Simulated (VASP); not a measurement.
Input of a VASP 6.6.1 run:

Contents of INCAR:

```
SYSTEM = AlRu
PREC     = Accurate       ! precision mode
ENCUT    = 500            ! plane-wave cutoff, eV
EDIFF    = 1E-6           ! SCF threshold, eV
ISMEAR   = 0              ! smearing method
SIGMA    = 0.1            ! smearing width, eV
LREAL    = .FALSE.        ! projectors in reciprocal space
LASPH    = .TRUE.         ! aspherical terms in the spheres
NELM     = 120            ! most SCF steps
ALGO     = Normal         ! electronic algorithm
ISIF     = 2              ! what is computed and relaxed
LWAVE    = .FALSE.        ! write WAVECAR
LCHARG   = .TRUE.         ! write CHGCAR
GGA      = PE             ! functional
IVDW     = 12             ! dispersion correction
LELF     = .TRUE.         ! ELF
LVHAR    = .TRUE.       
NBANDS   = 16             ! bands
GGA_COMPAT= .FALSE.
```

KPOINTS

```
Automatic mesh
0
G
  6 6 6
  0 0 0
```

The input POSCAR:

```
AlRu
1.0
    2.9824954400      0.0000000000      0.0000000000
    0.0000000000      2.9824954400      0.0000000000
    0.0000000000      0.0000000000      2.9824954400
Al Ru
1 1
Direct
    0.0000000000      0.0000000000      0.0000000000
    0.5000000000      0.5000000000      0.5000000000
```

Potentials or basis: VASP PAW PBE potentials, release 64 (Al, Ru_pv).

The run is started by

```console
$ cat potpaw_PBE.64/Al/POTCAR potpaw_PBE.64/Ru_pv/POTCAR > POTCAR
$ mpirun -np 1 vasp_std > vasp.out
```

Question: Estimate the band gap on the k mesh.

Answer: Zero (an odd number of electrons rules out a gap without spin polarisation).

Question: Predict the dispersion energy per atom.

Answer: -0.520 eV.

Question: Estimate the pressure.

Answer: -2.1 GPa.
